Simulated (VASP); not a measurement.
# ZnS in VASP: further runs

ZnS is run at these levels: LDA; tasks: single point.

All numbers are computed with VASP 6.6.1; they aren't measurements. Logs are shortened: lines on timing, memory, paths and dates and some standing lists are left out, and cuts for length are marked.

### Step 1. The cell of the first run

Symmetry: F-43m, No. 216, cubic system. Conventional cell: a = 5.297 Å, b = 5.297 Å, c = 5.297 Å, α = 90.00°, β = 90.00°, γ = 90.00°. Zn (site symmetry -43m) has 4 S at 2.29 Å within 3.0 Å. S (site symmetry -43m) has 4 Zn at 2.29 Å within 3.0 Å.

### Step 2. Single point, LDA

INCAR

```
  PREC = Accurate
  ENCUT = 520
  EDIFF = 1E-7
  ISMEAR = -1
  SIGMA = 0.1
  LREAL = False
  LASPH = True
  NELM = 100
  ALGO = Normal
  ISIF = 2
  LWAVE = False
  LCHARG = False
  NBANDS = 16
```

KPOINTS

```
regular mesh
0
Gamma
  12 12 12
```

POSCAR

```
ZnS
1.0
    0.0000000000      2.6484687084      2.6484687084
    2.6484687084      0.0000000000      2.6484687084
    2.6484687084      2.6484687084      0.0000000000
Zn S
1 1
Direct
    0.7500000000      0.7500000000      0.7500000000
    0.0000000000      0.0000000000      0.0000000000
```

Potentials or basis: VASP PAW LDA potentials, release 64 (Zn, S).

Started as:

```
$ cat potpaw_LDA.64/Zn/POTCAR potpaw_LDA.64/S/POTCAR > POTCAR
$ mpirun -np 1 vasp_std > vasp.out
```

OUTCAR:

```text
PREC = Accurate
   ENCUT = 520
   EDIFF = 1E-7
   ISMEAR = -1
   LREAL = False
   LASPH = True
   NELM = 100
   ISIF = 2

 ion  position               nearest neighbor table
   1  0.750  0.750  0.750-   2 2.29   2 2.29   2 2.29   2 2.29
   2  0.000  0.000  0.000-   1 2.29   1 2.29   1 2.29   1 2.29

  LATTYP: Found a face centered cubic cell.
 ALAT       =     5.2969374168

  Lattice vectors:

 A1 = (   0.0000000000,   2.6484687084,   2.6484687084)
 A2 = (   2.6484687084,   0.0000000000,   2.6484687084)
 A3 = (   2.6484687084,   2.6484687084,   0.0000000000)

Analysis of symmetry for initial positions (statically):
=====================================================================
 Subroutine PRICEL returns:
 Original cell was already a primitive cell.

 Routine SETGRP: Setting up the symmetry group for a
 face centered cubic supercell.

 Subroutine GETGRP returns: Found 24 space group operations
 (whereof 24 operations were pure point group operations)
 out of a pool of 48 trial point group operations.

The static configuration has the point symmetry T_d .

Analysis of symmetry for dynamics (positions and initial velocities):
=====================================================================
 Subroutine PRICEL returns:
 Original cell was already a primitive cell.

 Routine SETGRP: Setting up the symmetry group for a
 face centered cubic supercell.

 Subroutine GETGRP returns: Found 24 space group operations
 (whereof 24 operations were pure point group operations)
 out of a pool of 48 trial point group operations.

The dynamic configuration has the point symmetry T_d .

 Subroutine INISYM returns: Found 24 space group operations
 (whereof 24 operations are pure point group operations),
 and found     1 'primitive' translations

----------------------------------------------------------------------------------------

                                     Primitive cell

  volume of cell :      37.1548

  direct lattice vectors                    reciprocal lattice vectors
     0.000000000  2.648468708  2.648468708    -0.188788336  0.188788336  0.188788336
     2.648468708  0.000000000  2.648468708     0.188788336 -0.188788336  0.188788336
     2.648468708  2.648468708  0.000000000     0.188788336  0.188788336 -0.188788336

  length of vectors
     3.745500367  3.745500367  3.745500367     0.326990990  0.326990990  0.326990990

  position of ions in fractional coordinates (direct lattice)
     0.750000000  0.750000000  0.750000000
     0.000000000  0.000000000  0.000000000

  ion indices of the primitive-cell ions
   primitive index   ion index
                 1           1
                 2           2

----------------------------------------------------------------------------------------

 KPOINTS: regular mesh

Automatic generation of k-mesh.
 Grid dimensions read from file:
 generate k-points for:   12   12   12

 Generating k-lattice:

  Cartesian coordinates                     Fractional coordinates (reciprocal lattice)
    -0.015732361  0.015732361  0.015732361     0.083333333  0.000000000  0.000000000
     0.015732361 -0.015732361  0.015732361     0.000000000  0.083333333  0.000000000
     0.015732361  0.015732361 -0.015732361     0.000000000  0.000000000  0.083333333

  Length of vectors
     0.027249249  0.027249249  0.027249249

  Shift w.r.t. Gamma in fractional coordinates (k-lattice)
     0.000000000  0.000000000  0.000000000

 Subroutine IBZKPT returns following result:
 ===========================================

 Found     72 irreducible k-points:

 Following reciprocal coordinates:
            Coordinates               Weight
  0.000000  0.000000  0.000000      1.000000
  0.083333  0.000000  0.000000      8.000000
  0.166667  0.000000  0.000000      8.000000
  0.250000  0.000000  0.000000      8.000000
  0.333333  0.000000  0.000000      8.000000
  0.416667  0.000000  0.000000      8.000000
[... 16 lines left out ...]
  0.500000  0.166667  0.000000     24.000000
 -0.416667  0.166667  0.000000     24.000000
 [... further k-points ...]
   k-points           NKPTS =     72   k-points in BZ     NKDIM =     72   number of bands    NBANDS=     16
   number of dos      NEDOS =    301   number of ions     NIONS =      2
   total plane-waves  NPLWV =  21952
   dimension x,y,z NGX =    28 NGY =   28 NGZ =   28
   dimension x,y,z NGXF=    56 NGYF=   56 NGZF=   56
   ions per type =               1   1
   NGX,Y,Z   is equivalent  to a cutoff of  12.43, 12.43, 12.43 a.u.
   NGXF,Y,Z  is equivalent  to a cutoff of  24.86, 24.86, 24.86 a.u.
 SYSTEM =  unknown system
   PREC   = accura    normal or accurate (medium, high low for compatibility)
   ISTART =      0    job   : 0-new  1-cont  2-samecut
   ICHARG =      2    charge: 1-file 2-atom 10-const
   ISPIN  =      1    spin polarized calculation?
   LNONCOLLINEAR =      F non collinear calculations
   LSORBIT =      F    spin-orbit coupling
   LASPH  =      T    aspherical Exc in radial PAW
   ENCUT  =  520.0 eV  38.22 Ry    6.18 a.u.   6.96  6.96  6.96*2*pi/ulx,y,z
   NELM   =    100;   NELMIN=  2; NELMDL= -5     # of ELM steps
   EDIFF  = 0.1E-06   stopping-criterion for ELM
   LREAL  =      F    real-space projection
   EDIFFG = 0.1E-05   stopping-criterion for IOM
   NSW    =      0    number of steps for IOM
   IBRION =     -1    ionic relax: 0-MD 1-quasi-New 2-CG
   NFREE  =      0    steps in history (QN), initial steepest desc. (CG)
   ISIF   =      2    stress and relaxation
   ISYM   =      2    0-nonsym 1-usesym 2-fastsym
   POTIM  = 0.5000    time-step for ionic-motion
   TEBEG  =    0.0;   TEEND  =   0.0 temperature during run
   PSTRESS=    0.0 pullay stress
   NELECT =      18.0000    total number of electrons
   NUPDOWN=      -1.0000    fix difference up-down
   EMIN   =  10.00;   EMAX   =-10.00  energy-range for DOS
   EFERMI =   0.00;   METHOD = LEGACY
   ISMEAR =    -1;   SIGMA  =   0.10  broadening in eV -4-tet -1-fermi 0-gaus
   EFERMI_NEDOS =   21; number of points for ismear=-14 and -15
   IALGO  =     38    algorithm
   IMIX   =      4    mixing-type and parameters
     AMIX     =   0.40;   BMIX     =  1.00
     AMIX_MAG =   1.60;   BMIX_MAG =  1.00
  volume/ion in A,a.u.               =      18.58       125.37
  Fermi-wavevector in a.u.,A,eV,Ry     =   1.285763  2.429739 22.492957  1.653186
  Thomas-Fermi vector in A             =   2.417878
   LORBIT       =      0    0 simple, 1 ext, 2 COOP (PROOUT), +10 PAW based schemes
   GGA     = CA    functional components
   LHFCALC =     F    Hartree Fock is set to
   AEXX    =    0.0000 exact exchange contribution
   IVDW    =     0    specifies the selected vdW correction
   LEPSILON=     F    determine dielectric tensor
   LRPA    =     F    only Hartree local field effects (RPA)
 non-spin polarized calculation
  energy-cutoff  :      520.00
  volume of cell :       37.15
 maximum number of plane-waves:      1018
   NGX = 13   NGY = 13   NGZ = 13

 number of electron      18.0000014 magnetization

 Free energy of the ion-electron system (eV)
  ---------------------------------------------------
  ext. energy  EPLUGINS =         0.00000000
  ---------------------------------------------------
  free energy    TOTEN  =        -8.20792324 eV

  energy without entropy =       -8.20792296  energy(sigma->0) =       -8.20792310

 E-fermi :   3.7407     XC(G=0): -10.3161

 val. band max:        2.5124371364   @ k =   0.0000   0.0000   0.0000
 cond. band min:       4.6723971461   @ k =   0.0000   0.0000   0.0000
 fundamental gap:      2.1599600097
 Fermi energy:         3.7407248815

 k-point     1 :       0.0000    0.0000    0.0000
  band No.  band energies     occupation
      1     -11.0345      2.00000
      2      -4.2437      2.00000
      3      -4.2437      2.00000
      4      -4.2437      2.00000
      5      -3.6906      2.00000
      6      -3.6906      2.00000
[... 8 lines left out ...]
     15      14.3386      0.00000
     16      14.3718      0.00000

 k-point     2 :       0.0833    0.0000    0.0000
  band No.  band energies     occupation
      1     -10.9748      2.00000
      2      -4.2464      2.00000
      3      -4.2329      2.00000
      4      -4.2329      2.00000
      5      -3.6918      2.00000
      6      -3.6918      2.00000
[... 8 lines left out ...]
     15      13.9546      0.00000
     16      14.8196      0.00000

 k-point     3 :       0.1667    0.0000    0.0000
  band No.  band energies     occupation
      1     -10.8050      2.00000
      2      -4.2447      2.00000
      3      -4.2044      2.00000
      4      -4.2044      2.00000
      5      -3.6932      2.00000
      6      -3.6932      2.00000
[... 8 lines left out ...]
     15      13.4583      0.00000
     16      15.1314      0.00000

 k-point     4 :       0.2500    0.0000    0.0000
  band No.  band energies     occupation
      1     -10.5545      2.00000
      2      -4.2103      2.00000
      3      -4.1693      2.00000
      4      -4.1693      2.00000
      5      -3.6894      2.00000
      6      -3.6894      2.00000
[... 8 lines left out ...]
     15      13.4528      0.00000
     16      14.5870      0.00000

 k-point     5 :       0.3333    0.0000    0.0000
  band No.  band energies     occupation
      1     -10.2775      2.00000
      2      -4.1399      2.00000
      3      -4.1399      2.00000
      4      -4.0970      2.00000
      5      -3.6775      2.00000
      6      -3.6775      2.00000
[... 8 lines left out ...]
     15      14.1125      0.00000
     16      14.2569      0.00000

 k-point     6 :       0.4167    0.0000    0.0000
  band No.  band energies     occupation
      1     -10.0536      2.00000
      2      -4.1228      2.00000
      3      -4.1228      2.00000
      4      -3.8439      2.00000
      5      -3.6626      2.00000
      6      -3.6626      2.00000
[... 8 lines left out ...]
     15      15.2308      0.00000
     16      15.2308      0.00000
[... 267 lines left out ...]
 k-point    21 :       0.3333    0.1667    0.0000
  band No.  band energies     occupation
      1     -10.2950      2.00000
      2      -4.2517      2.00000
      3      -4.0901      2.00000
      4      -4.0799      2.00000
      5      -3.7150      2.00000
      6      -3.6499      2.00000
[... 8 lines left out ...]
     15      15.1474      0.00000
     16      16.5175      0.00000

 k-point    22 :       0.4167    0.1667    0.0000
  band No.  band energies     occupation
      1     -10.0519      2.00000
      2      -4.1753      2.00000
      3      -4.0653      2.00000
      4      -3.9925      2.00000
      5      -3.6632      2.00000
      6      -3.6441      2.00000
[... 8 lines left out ...]
     15      15.9256      0.00000
     16      16.3000      0.00000

 k-point    23 :       0.5000    0.1667    0.0000
  band No.  band energies     occupation
      1      -9.8875      2.00000
      2      -4.1321      2.00000
      3      -4.0565      2.00000
      4      -3.8243      2.00000
      5      -3.6494      2.00000
      6      -3.5195      2.00000
[... 8 lines left out ...]
     15      16.1009      0.00000
     16      16.6031      0.00000

 k-point    24 :      -0.4167    0.1667    0.0000
  band No.  band energies     occupation
      1      -9.8645      2.00000
      2      -4.1188      2.00000
      3      -4.0622      2.00000
      4      -3.7527      2.00000
      5      -3.6690      2.00000
      6      -3.4605      2.00000
[... 8 lines left out ...]
     15      14.8573      0.00000
     16      16.4664      0.00000

 [... further k-points ...]
[... 5 lines left out ...]
  --------------------------------------------------------------------------------------
  -------------------------------------------------------------------------------------
  Total        0.0584282      0.0584282      0.0584282      0.0000000      0.0000000      0.0000000
  in kB        2.5195262      2.5195262      2.5195262      0.0000000      0.0000000      0.0000000
  external PRESSURE =       2.5195262 kB  Pullay stress =       0.0000000 kB

 VOLUME and BASIS-vectors are now :
 -----------------------------------------------------------------------------
  energy-cutoff  :      520.00
  volume of cell :       37.15
      direct lattice vectors                 reciprocal lattice vectors
     0.000000000  2.648468708  2.648468708    -0.188788336  0.188788336  0.188788336
     2.648468708  0.000000000  2.648468708     0.188788336 -0.188788336  0.188788336
     2.648468708  2.648468708  0.000000000     0.188788336  0.188788336 -0.188788336

 POSITION                                       TOTAL-FORCE (eV/Angst)
 -----------------------------------------------------------------------------------
      3.97270      3.97270      3.97270        -0.000000     -0.000000     -0.000000
      0.00000      0.00000      0.00000         0.000000      0.000000      0.000000
 -----------------------------------------------------------------------------------
    total drift:                                0.000001      0.000001      0.000001

  FREE ENERGIE OF THE ION-ELECTRON SYSTEM (eV)
  ---------------------------------------------------
  free  energy   TOTEN  =        -8.2079232418 eV

  energy  without entropy=       -8.2079229595  energy(sigma->0) =       -8.20792310
```

It took 23 s on 1 thread of Intel Xeon 6975P-C, shared host; peak memory 0.16 GiB.

What came out:

```yaml
Free_energy: -8.2079 eV
Pressure: 0.3 GPa
Band_gap_on_the_k_mesh: 2.16 eV, direct
```

### Step 3. Single point, LDA

INCAR

```
SYSTEM = ZnS
PREC = Accurate ; ENCUT = 520
EDIFF = 1E-6 ; ISMEAR = 0
SIGMA = 0.01 ; LREAL = .False.
LASPH = .True. ; NELM = 80
ALGO = Normal ; ISIF = 2
LWAVE = .False. ; LCHARG = .True.
GGA = CA ; LELF = .True.
LVHAR = .True. ; NBANDS = 16
ISYM = 0
```

KPOINTS

```
Automatic mesh
0
Gamma
  6 6 6
  0.5 0.5 0.5
```

POSCAR

```
ZnS
1.0
   -0.0013375290      2.6476801292      2.6476801292
    2.6476801292     -0.0013375290      2.6476801292
    2.6476801292      2.6476801292     -0.0013375290
Zn S
1 1
Direct
    0.7499695166      0.7499695166      0.7499695166
    0.0000304834      0.0000304834      0.0000304834
```

Potentials or basis: VASP PAW LDA potentials, release 64 (Zn, S).

Started as:

```
$ cat potpaw_LDA.64/Zn/POTCAR potpaw_LDA.64/S/POTCAR > POTCAR
$ mpirun -np 1 vasp_std > vasp.out
```

Run time: 30 s. Hardware: 1 thread of Intel Xeon 6975P-C, shared host; peak memory 0.18 GiB.

The run converged. Its results:

- Free energy: -8.2079 eV
- Pressure: 0.2 GPa
- Band gap on the k mesh: 2.72 eV, direct

Levels at points of the mesh, in eV from the valence-band top:
| k point | band 7 | band 8 | band 9 | band 10 | band 11 | band 12 |
| --- | --- | --- | --- | --- | --- | --- |
| (0.08, 0.08, 0.08) | -0.55 | 0.00 | 0.00 | 2.72 | 6.23 | 6.42 |

A k mesh can miss the band edges. A hybrid or GW would open this gap; LDA tends to underestimate it.
